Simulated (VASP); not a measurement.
## SbPb27S26 (a cell with a defect): single point with PBE

SbPb27S26 (a cell with a defect):

```
Pb Sb S
1.0
     0.00000    8.89725    8.89725
     8.89725    0.00000    8.89725
     8.89725    8.89725    0.00000
Pb Sb S
27 1 26
Direct
  0.00043 0.00043 0.00043
  0.99656 0.99656 0.33677
  0.00043 0.00043 0.66538
  0.99656 0.33677 0.99656
  0.99656 0.33677 0.33677
  0.99883 0.33450 0.66667
  0.00043 0.66538 0.00043
  0.99883 0.66667 0.33450
  0.99883 0.66667 0.66667
  0.33677 0.99656 0.99656
  0.33677 0.99656 0.33677
  0.33450 0.99883 0.66667
  0.33677 0.33677 0.99656
  0.33290 0.33290 0.33290
  0.33290 0.33290 0.66796
  0.33450 0.66667 0.99883
  0.33290 0.66796 0.33290
  0.33450 0.66667 0.66667
  0.66538 0.00043 0.00043
  0.66667 0.99883 0.33450
  0.66667 0.99883 0.66667
  0.66667 0.33450 0.99883
  0.66796 0.33290 0.33290
  0.66667 0.33450 0.66667
  0.66667 0.66667 0.99883
  0.66667 0.66667 0.33450
  0.66667 0.66667 0.66667
  0.16667 0.16667 0.16667
  0.16667 0.16667 0.50221
  0.16667 0.16667 0.83112
  0.16667 0.50221 0.16667
  0.16769 0.49966 0.49966
  0.16667 0.50221 0.83112
  0.16667 0.83112 0.16667
  0.16667 0.83112 0.50221
  0.16564 0.83368 0.83368
  0.50221 0.16667 0.16667
  0.49966 0.16769 0.49966
  0.50221 0.16667 0.83112
  0.49966 0.49966 0.16769
  0.49966 0.49966 0.49966
  0.50313 0.50313 0.83020
  0.50221 0.83112 0.16667
  0.50313 0.83020 0.50313
  0.50313 0.83020 0.83020
  0.83112 0.16667 0.16667
  0.83112 0.16667 0.50221
  0.83368 0.16564 0.83368
  0.83112 0.50221 0.16667
  0.83020 0.50313 0.50313
  0.83020 0.50313 0.83020
  0.83368 0.83368 0.16564
  0.83020 0.83020 0.50313
  0.83368 0.83368 0.83368
```

- Program: VASP 6.6.1
- Task: single point
- Functional: PBE
- Potentials or basis: VASP PAW PBE potentials, release 64 (Pb_d, Sb, S)
- Cutoff: 520 eV
- k mesh: 2 × 2 × 2
- Occupations: fermi-dirac, width 0.01 eV
- Spin: no spin polarisation

```
Largest force : 0.008 eV/Å
```

Forces on the atoms (eV/Å):
```
Pb  -0.001 -0.001 -0.001
Pb   0.000  0.000 -0.004
Pb   0.001  0.001 -0.001
Pb   0.000 -0.004  0.000
Pb   0.004  0.000  0.000
Pb  -0.006  0.006  0.000
Pb   0.001 -0.001  0.001
Pb  -0.006  0.000  0.006
Pb   0.000  0.006  0.006
Pb  -0.004  0.000  0.000
Pb   0.000  0.004  0.000
Pb   0.006 -0.006  0.000
Pb   0.000  0.000  0.004
Pb   0.001  0.001  0.001
Pb  -0.001 -0.001  0.001
Pb   0.006  0.000 -0.006
Pb  -0.001  0.001 -0.001
Pb   0.000 -0.006 -0.006
Pb  -0.001  0.001  0.001
Pb   0.000 -0.006  0.006
Pb   0.006  0.000  0.006
Pb   0.000  0.006 -0.006
Pb   0.001 -0.001 -0.001
Pb  -0.006  0.000 -0.006
Pb   0.006  0.006  0.000
Pb  -0.006 -0.006  0.000
Pb   0.000  0.000  0.000
Sb   0.000  0.000  0.000
S    0.002  0.002  0.000
S   -0.002 -0.002  0.000
S    0.002  0.000  0.002
S    0.004 -0.004 -0.004
S    0.000 -0.002  0.002
S   -0.002  0.000 -0.002
S    0.000  0.002 -0.002
S   -0.004  0.004  0.004
S    0.000  0.002  0.002
S   -0.004  0.004 -0.004
S   -0.002  0.000  0.002
S   -0.004 -0.004  0.004
S    0.004  0.004  0.004
S    0.000  0.000 -0.008
S   -0.002  0.002  0.000
S    0.000 -0.008  0.000
S    0.008  0.000  0.000
S    0.000 -0.002 -0.002
S    0.002  0.000 -0.002
S    0.004 -0.004  0.004
S    0.002 -0.002  0.000
S   -0.008  0.000  0.000
S    0.000  0.008  0.000
S    0.004  0.004 -0.004
S    0.000  0.000  0.008
S   -0.004 -0.004 -0.004
```

Levels at points of the mesh, in eV from the Fermi level:
```
           k point  band 266  band 267  band 268  band 269  band 270  band 271  band 272  band 273  band 274  band 275
(0.00, 0.00, 0.00)     -1.01     -0.73     -0.69     -0.69     -0.69      1.10      1.17      1.17      1.17      1.22
(0.50, 0.00, 0.00)     -1.00     -0.63     -0.61     -0.61     -0.10      0.10      0.89      0.89      0.90      0.90
(0.50, 0.50, 0.00)     -1.05     -0.97     -0.77     -0.66     -0.66      1.45      1.45      1.45      1.47      1.48
```

Wall time 3 min on 1 × NVIDIA H100 80GB with 1 thread of AMD EPYC 7R13 Processor (Zen 3), on a shared host, peak memory 2.6 GiB.

Caveat: the cell carries a net charge on a neutralising background, which shifts energy and pressure; the cell is charged against a uniform background, so pressure and absolute levels hang on convention; spin-orbit coupling is left out, which moves the levels of the heavy elements.
